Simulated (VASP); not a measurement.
# SnO (P4/nmm) in VASP: further runs, part 2 of 2

VASP 6.6.1. The steps go on from the part before.

## Step 4: Single point, PBEsol+D4

This run uses another cell than the first one, of 18.48 Å³/atom, 1.040 times its volume.

INCAR

```
SYSTEM = SnO
PREC     = Accurate       ! precision mode
ENCUT    = 520            ! plane-wave cutoff, eV
EDIFF    = 1E-6           ! SCF threshold, eV
ISMEAR   = -1             ! smearing method
SIGMA    = 0.05           ! smearing width, eV
LREAL    = .FALSE.        ! projectors in reciprocal space
LASPH    = .TRUE.         ! aspherical terms in the spheres
NELM     = 60             ! most SCF steps
ALGO     = Normal         ! electronic algorithm
ISIF     = 2              ! what is computed and relaxed
LWAVE    = .FALSE.        ! write WAVECAR
LCHARG   = .FALSE.        ! write CHGCAR
GGA      = PS             ! functional
IVDW     = 13             ! dispersion correction
NBANDS   = 28             ! bands
```

KPOINTS

```
Automatic mesh
0
G
  7 7 6
  0 0 0
```

POSCAR

```
SnO
1.0
    3.8638811754      0.0000000000      0.0000000000
    0.0000000000      3.8638811754      0.0000000000
    0.0000000000      0.0000000000      4.9512221655
Sn O
2 2
Direct
    0.5000000000      0.0000000000      0.7646261400
    0.0000000000      0.5000000000      0.2353738600
    0.0000000000      0.0000000000      0.0000000000
    0.5000000000      0.5000000000      0.0000000000
```

Potentials or basis: VASP PAW PBE potentials, release 64 (Sn_d, O).

Started as:

```bash
> cat potpaw_PBE.64/Sn_d/POTCAR potpaw_PBE.64/O/POTCAR > POTCAR
> mpirun -np 1 vasp_std > vasp.out
```

OUTCAR:

```text
SYSTEM = SnO
   PREC = Accurate
   ENCUT = 520
   EDIFF = 1E-6
   ISMEAR = -1
   LREAL = .FALSE.
   LASPH = .TRUE.
   NELM = 60
   ISIF = 2
   GGA = PS
   IVDW = 13

 ion  position               nearest neighbor table
   1  0.500  0.000  0.765-   3 2.26   4 2.26   4 2.26   3 2.26   2 3.59   2 3.59   2 3.59   2 3.59

   2  0.000  0.500  0.235-   3 2.26   4 2.26   3 2.26   4 2.26   1 3.59   1 3.59   1 3.59   1 3.59

   3  0.000  0.000  0.000-   1 2.26   2 2.26   2 2.26   1 2.26
   4  0.500  0.500  0.000-   1 2.26   2 2.26   1 2.26   2 2.26

  LATTYP: Found a simple tetragonal cell.
 ALAT       =     3.8638811754
 C/A-ratio  =     1.2814116016

  Lattice vectors:

 A1 = (   3.8638811754,   0.0000000000,   0.0000000000)
 A2 = (   0.0000000000,   3.8638811754,   0.0000000000)
 A3 = (   0.0000000000,   0.0000000000,   4.9512221655)

Analysis of symmetry for initial positions (statically):
=====================================================================
 Subroutine PRICEL returns:
 Original cell was already a primitive cell.

 Routine SETGRP: Setting up the symmetry group for a
 simple tetragonal supercell.

 Subroutine GETGRP returns: Found 16 space group operations
 (whereof  8 operations were pure point group operations)
 out of a pool of 16 trial point group operations.

The static configuration has the point symmetry D_2d.
 The point group associated with its full space group is D_4h.

Analysis of symmetry for dynamics (positions and initial velocities):
=====================================================================
 Subroutine PRICEL returns:
 Original cell was already a primitive cell.

 Routine SETGRP: Setting up the symmetry group for a
 simple tetragonal supercell.

 Subroutine GETGRP returns: Found 16 space group operations
 (whereof  8 operations were pure point group operations)
 out of a pool of 16 trial point group operations.

The dynamic configuration has the point symmetry D_2d.
 The point group associated with its full space group is D_4h.

 Subroutine INISYM returns: Found 16 space group operations
 (whereof  8 operations are pure point group operations),
 and found     1 'primitive' translations

----------------------------------------------------------------------------------------

                                     Primitive cell

  volume of cell :      73.9197

  direct lattice vectors                    reciprocal lattice vectors
     3.863881175  0.000000000  0.000000000     0.258807131  0.000000000  0.000000000
     0.000000000  3.863881175  0.000000000     0.000000000  0.258807131  0.000000000
     0.000000000  0.000000000  4.951222165     0.000000000  0.000000000  0.201970335

  length of vectors
     3.863881175  3.863881175  4.951222165     0.258807131  0.258807131  0.201970335

  position of ions in fractional coordinates (direct lattice)
     0.500000000  0.000000000  0.764626140
     0.000000000  0.500000000  0.235373860
     0.000000000  0.000000000  0.000000000
     0.500000000  0.500000000  0.000000000

  ion indices of the primitive-cell ions
   primitive index   ion index
                 1           1
                 2           2
                 3           3
                 4           4
[... 23 lines left out ...]
 ===========================================

 Found     40 irreducible k-points:

 Following reciprocal coordinates:
            Coordinates               Weight
  0.000000  0.000000  0.000000      1.000000
  0.142857  0.000000  0.000000      4.000000
  0.285714  0.000000  0.000000      4.000000
  0.428571  0.000000  0.000000      4.000000
  0.142857  0.142857  0.000000      4.000000
  0.285714  0.142857  0.000000      8.000000
[... 16 lines left out ...]
  0.285714  0.000000  0.333333      8.000000
  0.428571  0.000000  0.333333      8.000000
 [... further k-points ...]
   k-points           NKPTS =     40   k-points in BZ     NKDIM =     40   number of bands    NBANDS=     28
   number of dos      NEDOS =    301   number of ions     NIONS =      4
   total plane-waves  NPLWV =  36000
   dimension x,y,z NGX =    30 NGY =   30 NGZ =   40
   dimension x,y,z NGXF=    60 NGYF=   60 NGZF=   80
   ions per type =               2   2
   NGX,Y,Z   is equivalent  to a cutoff of  12.91, 12.91, 13.43 a.u.
   NGXF,Y,Z  is equivalent  to a cutoff of  25.82, 25.82, 26.86 a.u.
 SYSTEM =  SnO
   PREC   = accura    normal or accurate (medium, high low for compatibility)
   ISTART =      0    job   : 0-new  1-cont  2-samecut
   ICHARG =      2    charge: 1-file 2-atom 10-const
   ISPIN  =      1    spin polarized calculation?
   LNONCOLLINEAR =      F non collinear calculations
   LSORBIT =      F    spin-orbit coupling
   LASPH  =      T    aspherical Exc in radial PAW
   ENCUT  =  520.0 eV  38.22 Ry    6.18 a.u.   7.18  7.18  9.21*2*pi/ulx,y,z
   NELM   =     60;   NELMIN=  2; NELMDL= -5     # of ELM steps
   EDIFF  = 0.1E-05   stopping-criterion for ELM
   LREAL  =      F    real-space projection
   EDIFFG = 0.1E-04   stopping-criterion for IOM
   NSW    =      0    number of steps for IOM
   IBRION =     -1    ionic relax: 0-MD 1-quasi-New 2-CG
   NFREE  =      0    steps in history (QN), initial steepest desc. (CG)
   ISIF   =      2    stress and relaxation
   ISYM   =      2    0-nonsym 1-usesym 2-fastsym
   POTIM  = 0.5000    time-step for ionic-motion
   TEBEG  =    0.0;   TEEND  =   0.0 temperature during run
   PSTRESS=    0.0 pullay stress
   NELECT =      40.0000    total number of electrons
   NUPDOWN=      -1.0000    fix difference up-down
   EMIN   =  10.00;   EMAX   =-10.00  energy-range for DOS
   EFERMI =   0.00;   METHOD = LEGACY
   ISMEAR =    -1;   SIGMA  =   0.05  broadening in eV -4-tet -1-fermi 0-gaus
   EFERMI_NEDOS =   21; number of points for ismear=-14 and -15
   IALGO  =     38    algorithm
   IMIX   =      4    mixing-type and parameters
     AMIX     =   0.40;   BMIX     =  1.00
     AMIX_MAG =   1.60;   BMIX_MAG =  1.00
  volume/ion in A,a.u.               =      18.48       124.71
  Fermi-wavevector in a.u.,A,eV,Ry     =   1.334058  2.521005 24.214450  1.779712
  Thomas-Fermi vector in A             =   2.462869
   LORBIT       =      0    0 simple, 1 ext, 2 COOP (PROOUT), +10 PAW based schemes
   GGA     = PS    functional components
   LHFCALC =     F    Hartree Fock is set to
   AEXX    =    0.0000 exact exchange contribution
   IVDW    =    13    specifies the selected vdW correction
   LEPSILON=     F    determine dielectric tensor
   LRPA    =     F    only Hartree local field effects (RPA)
 non-spin polarized calculation
  energy-cutoff  :      520.00
  volume of cell :       73.92
 maximum number of plane-waves:      2006
 NGX is ok and might be reduce to    30
   NGX = 15   NGY = 15   NGZ = 19

 number of electron      39.9999995 magnetization

 Free energy of the ion-electron system (eV)
  ---------------------------------------------------
  ext. energy  EPLUGINS =         0.00000000
  ---------------------------------------------------
  free energy    TOTEN  =       -24.17372266 eV

  energy without entropy =      -24.17359283  energy(sigma->0) =      -24.17365774

 E-fermi :   6.4942     XC(G=0): -10.2059

 val. band max:        6.2428981843   @ k =   0.0000   0.0000   0.0000
 cond. band min:       6.7381473569   @ k =   0.4286   0.4286   0.0000
 fundamental gap:      0.4952491726
 Fermi energy:         6.4941834938

 k-point     1 :       0.0000    0.0000    0.0000
  band No.  band energies     occupation
      1     -15.4063      2.00000
      2     -15.0394      2.00000
      3     -15.0394      2.00000
      4     -15.0389      2.00000
      5     -15.0039      2.00000
      6     -14.9937      2.00000
[... 733 lines left out ...]
     27      14.9696      0.00000
     28      15.8089      0.00000

 [... further k-points ...]

------------------------ aborting loop because EDIFF is reached ----------------------------------------

  DFT-D4 for vdW energy calculation

  Edisp (eV):   -0.59459

  FORCE on cell =-STRESS in cart. coord.  units (eV):
  Direction    XX          YY          ZZ          XY          YZ          ZX
  --------------------------------------------------------------------------------------
  -------------------------------------------------------------------------------------
  Total      -2.36832    -2.36832    -2.05490     0.00000     0.00000     0.00000
  in kB     -51.33243   -51.33243   -44.53903     0.00000     0.00000     0.00000
  external pressure =      -49.07 kB  Pullay stress =        0.00 kB

 VOLUME and BASIS-vectors are now :
 -----------------------------------------------------------------------------
  energy-cutoff  :      520.00
  volume of cell :       73.92
      direct lattice vectors                 reciprocal lattice vectors
     3.863881175  0.000000000  0.000000000     0.258807131  0.000000000  0.000000000
     0.000000000  3.863881175  0.000000000     0.000000000  0.258807131  0.000000000
     0.000000000  0.000000000  4.951222165     0.000000000  0.000000000  0.201970335

 POSITION                                       TOTAL-FORCE (eV/Angst)
 -----------------------------------------------------------------------------------
      1.93194      0.00000      3.78583         0.000000      0.000000      0.354194
      0.00000      1.93194      1.16539        -0.000000     -0.000000     -0.354194
      0.00000      0.00000      0.00000        -0.000000      0.000000      0.000000
      1.93194      1.93194      0.00000         0.000000     -0.000000      0.000000
 -----------------------------------------------------------------------------------
    total drift:                                0.000000      0.000000      0.000000

  FREE ENERGIE OF THE ION-ELECTRON SYSTEM (eV)
  ---------------------------------------------------
  free  energy   TOTEN  =       -24.7683153098 eV

  energy  without entropy=      -24.7681854757  energy(sigma->0) =      -24.76825039
```

Wall time 78 s (1 thread of Intel Xeon Platinum 8375C at 2.90GHz (Ice Lake), shared host); peak memory 0.22 GiB.

Results:

```yaml
Free_energy: -24.7683 eV
Pressure: -4.9 GPa
Largest_force: 0.354 eV/Å
Band_gap_on_the_k_mesh: 0.50 eV, indirect (least direct gap 1.94 eV)
Dispersion_energy_per_atom: -0.149 eV
```

Forces on the atoms (eV/Å):
```
Sn   0.000  0.000  0.354
Sn   0.000  0.000 -0.354
O    0.000  0.000  0.000
O    0.000  0.000  0.000
```

Caveat: the PAW data sets were made with another functional, which shifts forces and pressure a little; spin-orbit coupling is left out, which moves the levels of the heavy elements. A k mesh can miss the band edges.

## Step 5: Single point, PBEsol+D4

This run uses another cell than the first one, of 18.84 Å³/atom, 1.060 times its volume.

INCAR

```
ALGO = Normal
EDIFF = 1E-7
ENCUT = 520
GGA = PS
ISIF = 2
ISMEAR = -1
IVDW = 13
LASPH = True
LCHARG = False
LREAL = False
LWAVE = False
NBANDS = 28
NELM = 60
PREC = Accurate
SIGMA = 0.05
```

KPOINTS

```
k-points
0
Gamma
  7 7 6
```

POSCAR

```
SnO
1.0
    3.8884925471      0.0000000000      0.0000000000
    0.0000000000      3.8884925471      0.0000000000
    0.0000000000      0.0000000000      4.9827594627
Sn O
2 2
Direct
    0.5000000000      0.0000000000      0.7646261400
    0.0000000000      0.5000000000      0.2353738600
    0.0000000000      0.0000000000      0.0000000000
    0.5000000000      0.5000000000      0.0000000000
```

Potentials or basis: VASP PAW PBE potentials, release 64 (Sn_d, O).

Started as:

```bash
> cat potpaw_PBE.64/Sn_d/POTCAR potpaw_PBE.64/O/POTCAR > POTCAR
> mpirun -np 1 vasp_std > vasp.out
```

OUTCAR:

```text
EDIFF = 1E-7
   ENCUT = 520
   GGA = PS
   ISIF = 2
   ISMEAR = -1
   IVDW = 13
   LASPH = True
   LREAL = False
   NELM = 60
   PREC = Accurate

 ion  position               nearest neighbor table
   1  0.500  0.000  0.765-   3 2.27   4 2.27   4 2.27   3 2.27   2 3.61   2 3.61   2 3.61   2 3.61

   2  0.000  0.500  0.235-   3 2.27   4 2.27   3 2.27   4 2.27   1 3.61   1 3.61   1 3.61   1 3.61

   3  0.000  0.000  0.000-   1 2.27   2 2.27   2 2.27   1 2.27
   4  0.500  0.500  0.000-   1 2.27   2 2.27   1 2.27   2 2.27

  LATTYP: Found a simple tetragonal cell.
 ALAT       =     3.8884925471
 C/A-ratio  =     1.2814116016

  Lattice vectors:

 A1 = (   3.8884925471,   0.0000000000,   0.0000000000)
 A2 = (   0.0000000000,   3.8884925471,   0.0000000000)
 A3 = (   0.0000000000,   0.0000000000,   4.9827594627)

Analysis of symmetry for initial positions (statically):
=====================================================================
 Subroutine PRICEL returns:
 Original cell was already a primitive cell.

[... 174 lines left out ...]

 E-fermi :   6.2532     XC(G=0): -10.1116

 val. band max:        5.9722198170   @ k =   0.0000   0.0000   0.0000
 cond. band min:       6.5272734707   @ k =   0.4286   0.4286   0.0000
 fundamental gap:      0.5550536537
 Fermi energy:         6.2531638322

 k-point     1 :       0.0000    0.0000    0.0000
  band No.  band energies     occupation
      1     -15.5814      2.00000
      2     -15.2471      2.00000
      3     -15.2469      2.00000
      4     -15.2469      2.00000
      5     -15.2167      2.00000
      6     -15.2048      2.00000
[... 733 lines left out ...]
     27      14.6950      0.00000
     28      15.5302      0.00000

 [... further k-points ...]

------------------------ aborting loop because EDIFF is reached ----------------------------------------

  DFT-D4 for vdW energy calculation

  Edisp (eV):   -0.58388

  FORCE on cell =-STRESS in cart. coord.  units (eV):
  Direction    XX          YY          ZZ          XY          YZ          ZX
  --------------------------------------------------------------------------------------
  -------------------------------------------------------------------------------------
  Total      -3.11425    -3.11425    -2.63309     0.00000     0.00000     0.00000
  in kB     -66.22645   -66.22645   -55.99433     0.00000     0.00000     0.00000
  external pressure =      -62.82 kB  Pullay stress =        0.00 kB

 VOLUME and BASIS-vectors are now :
 -----------------------------------------------------------------------------
  energy-cutoff  :      520.00
  volume of cell :       75.34
      direct lattice vectors                 reciprocal lattice vectors
     3.888492547  0.000000000  0.000000000     0.257169067  0.000000000  0.000000000
     0.000000000  3.888492547  0.000000000     0.000000000  0.257169067  0.000000000
     0.000000000  0.000000000  4.982759463     0.000000000  0.000000000  0.200692008

 POSITION                                       TOTAL-FORCE (eV/Angst)
 -----------------------------------------------------------------------------------
      1.94425      0.00000      3.80995        -0.000000     -0.000000      0.585800
      0.00000      1.94425      1.17281        -0.000000     -0.000000     -0.585800
      0.00000      0.00000      0.00000         0.000000     -0.000000      0.000000
      1.94425      1.94425      0.00000        -0.000000      0.000000      0.000000
 -----------------------------------------------------------------------------------
    total drift:                                0.000000      0.000000      0.000000

  FREE ENERGIE OF THE ION-ELECTRON SYSTEM (eV)
  ---------------------------------------------------
  free  energy   TOTEN  =       -24.7198377170 eV

  energy  without entropy=      -24.7197594044  energy(sigma->0) =      -24.71979856
```

OSZICAR:

```text
N       E                     dE             d eps       ncg     rms          rms(c)
DAV:   1     0.410248606240E+03    0.41025E+03   -0.19813E+04  2308   0.212E+03
DAV:   2     0.364608491642E+02   -0.37379E+03   -0.35949E+03  2312   0.530E+02
DAV:   3    -0.243866262295E+02   -0.60847E+02   -0.59544E+02  2608   0.179E+02
DAV:   4    -0.274301190465E+02   -0.30435E+01   -0.30266E+01  2496   0.428E+01
DAV:   5    -0.275055127697E+02   -0.75394E-01   -0.75375E-01  2476   0.732E+00    0.108E+01
DAV:   6    -0.242518157669E+02    0.32537E+01   -0.16126E+01  3624   0.447E+01    0.508E+00
DAV:   7    -0.241750115797E+02    0.76804E-01   -0.20805E+00  2632   0.836E+00    0.244E+00
DAV:   8    -0.241458670150E+02    0.29145E-01   -0.32144E-01  2428   0.349E+00    0.757E-01
DAV:   9    -0.241352295320E+02    0.10637E-01   -0.45507E-02  3688   0.200E+00    0.233E-01
DAV:  10    -0.241363842883E+02   -0.11548E-02   -0.73009E-03  3080   0.777E-01    0.149E-01
DAV:  11    -0.241359516121E+02    0.43268E-03   -0.25834E-03  3460   0.429E-01    0.293E-02
DAV:  12    -0.241359626775E+02   -0.11065E-04   -0.25601E-04  2468   0.115E-01    0.229E-02
DAV:  13    -0.241359624821E+02    0.19543E-06   -0.21354E-05  2452   0.309E-02    0.332E-03
DAV:  14    -0.241359623370E+02    0.14506E-06   -0.25657E-06  3536   0.140E-02    0.254E-03
DAV:  15    -0.241359623553E+02   -0.18253E-07   -0.15421E-07  1796   0.275E-03
   1 F= -.24719838E+02 E0= -.24719799E+02  d E =-.783126E-04
```

stdout:

```text
POSCAR found type information on POSCAR SnO
 POSCAR found :  2 types and       4 ions
 scaLAPACK will be used
 -----------------------------------------------------------------------------
|                                                                             |
|                                                                             |
|     You enforced a specific xc type in the INCAR file but a different       |
|     I HOPE YOU KNOW WHAT YOU ARE DOING!                                     |
|                                                                             |
 -----------------------------------------------------------------------------

 LDA part: xc-table for (Slater+PW92), standard interpolation
 POSCAR, INCAR and KPOINTS ok, starting setup
 FFT: planning ... GRIDC
 FFT: planning ... GRID_SOFT
 FFT: planning ... GRID
 WAVECAR not read
 entering main loop
```

Run time: 83 s. Hardware: 1 thread of Intel Xeon Platinum 8375C at 2.90GHz (Ice Lake), shared host; peak memory 0.22 GiB.

What came out:

* Free energy: -24.7198 eV
* Pressure: -6.3 GPa
* Largest force: 0.586 eV/Å
* Band gap on the k mesh: 0.56 eV, indirect (least direct gap 1.92 eV)
* Dispersion energy per atom: -0.146 eV

Forces in eV/Å, atoms in the order of the input:
```
Sn   0.000  0.000  0.586
Sn   0.000  0.000 -0.586
O    0.000  0.000  0.000
O    0.000  0.000  0.000
```

Caveat: the PAW data sets were made with another functional, which shifts forces and pressure a little; spin-orbit coupling is left out, which moves the levels of the heavy elements. PBEsol gaps usually lie below the measured ones, often by a third to a half.

## Step 6: Summary

```csv
cell,gap on the mesh (eV),pressure (GPa),largest force (eV/Å)
"a = 3.814, b = 3.814, c = 4.887 Å, 4 atoms",0.37,-1.6,0.16
"a = 3.839, b = 3.839, c = 4.919 Å, 4 atoms",0.43,-3.4,0.11
"a = 3.864, b = 3.864, c = 4.951 Å, 4 atoms",0.50,-4.9,0.35
"a = 3.888, b = 3.888, c = 4.983 Å, 4 atoms",0.56,-6.3,0.59
```

Alike in all rows: task single point; level PBEsol+D4; potentials or basis VASP PAW PBE potentials, release 64 (Sn_d, O); no spin polarisation; k mesh 7 × 7 × 6; cutoff (eV) 520; smearing fermi-dirac 0.05 eV.

Caveats: the PAW data sets were made with another functional, which shifts forces and pressure a little; spin-orbit coupling is left out, which moves the levels of the heavy elements.

Total energies depend on the potentials used, so only differences within one code and one set of settings carry meaning.
